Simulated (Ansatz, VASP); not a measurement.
MgO: VASP beside Ansatz

File INCAR:

```
PREC = Accurate
ENCUT = 520
EDIFF = 1E-7
ISMEAR = 0
SIGMA = 0.05
LREAL = False
LASPH = True
NELM = 80
ALGO = Normal
ISIF = 2
LWAVE = False
LCHARG = True
LELF = True
LVHAR = True
NBANDS = 36
```

The input KPOINTS:

```
regular mesh
0
Gamma
  9 9 2
```

File POSCAR:

```
MgO
1.0
    2.0806186598     -2.0806186598      0.0000000000
    2.0806186598      0.0000000000     -2.0806186598
    8.4382144043      8.1781370718      7.9180597393
Mg O
6 6
Direct
    1.0000000000     -0.0477023062      0.3816184496
    0.3333333333      0.3068320521      0.2120102498
    0.6666666667      0.5977633355      0.5512266494
    1.0000000000      0.8886946189      0.8904430490
    0.3333333333      0.2432289772      0.7208348492
    0.6666666667      0.6613664104      0.0424020500
    0.6666666667      0.6295648730      0.2968143497
    0.0000000000     -0.0159007687      0.1272061499
    0.3333333333      0.2750305146      0.4664225495
    0.6666666667      0.5659617980      0.8056389491
    1.0000000000      0.9204961563      0.6360307493
    0.3333333333      0.2114274397      0.9752471489
```

Input for Ansatz:

```yaml
crystal:
  lattice:
    - [2.0806186598, -2.0806186598, 0.0]
    - [2.0806186598, 0.0, -2.0806186598]
    - [8.4382144043, 8.1781370718, 7.9180597393]
  atoms:
    - { symbol: Mg, position: [1.0, -0.0477023062, 0.3816184496] }
    - { symbol: Mg, position: [0.3333333333, 0.3068320521, 0.2120102498] }
    - { symbol: Mg, position: [0.6666666667, 0.5977633355, 0.5512266494] }
    - { symbol: Mg, position: [1.0, 0.8886946189, 0.890443049] }
    - { symbol: Mg, position: [0.3333333333, 0.2432289772, 0.7208348492] }
    - { symbol: Mg, position: [0.6666666667, 0.6613664104, 0.04240205] }
    - { symbol: O, position: [0.6666666667, 0.629564873, 0.2968143497] }
    - { symbol: O, position: [0.0, -0.0159007687, 0.1272061499] }
    - { symbol: O, position: [0.3333333333, 0.2750305146, 0.4664225495] }
    - { symbol: O, position: [0.6666666667, 0.565961798, 0.8056389491] }
    - { symbol: O, position: [1.0, 0.9204961563, 0.6360307493] }
    - { symbol: O, position: [0.3333333333, 0.2114274397, 0.9752471489] }
basis:
  ecutwfc: 520.0
kpoints:
  mp_grid: { grid: [9, 9, 2] }
hamiltonian:
  xc: lda
  pseudopotentials: { kind: paw, azcp: { folder: soft_1 } }
scf:
  occupations: { method: gaussian, width: 0.05 }
output:
  forces: true
  stress: true
  eigenvalues: true
```

Alike in both runs: task single point; functional LDA; k mesh 9 × 9 × 2; occupations gaussian, width 0.05 eV; no spin polarisation.

|  | VASP | Ansatz |
| --- | --- | --- |
| version | VASP 6.6.1 | Ansatz 0.2.0 |
| potentials or method | VASP PAW LDA potentials, release 64 (Mg, O), cutoff 520 eV | scalar-relativistic, plane waves, PAW |
| valence electrons in the cell | 48 | 96 |

Ansatz gave:

- gap on the k mesh at the Fermi level (eV): 4.52
- least direct gap on the mesh (eV): 4.52
- pressure (GPa): 6.4
- traceless stress, the component that is largest in VASP (GPa): 7.84
- rms of the force components (eV/Å): 1.477

Which values does VASP return?

gap on the k mesh at the Fermi level (eV): 4.49; least direct gap on the mesh (eV): 4.49; pressure (GPa): 4.7; traceless stress, the component that is largest in VASP (GPa): 8.24; rms of the force components (eV/Å): 1.546.

Ansatz warns that its potentials were made for another functional, while VASP's fit it. LDA's correlation is that of Perdew and Zunger in VASP and of Perdew and Wang (1992) in Ansatz. Atom by atom the forces differ by 0.071 eV/Å (rms over components). VASP's potentials hold 48 valence electrons a cell and Ansatz's 96, so a difference there can come from the potentials and not from the codes.
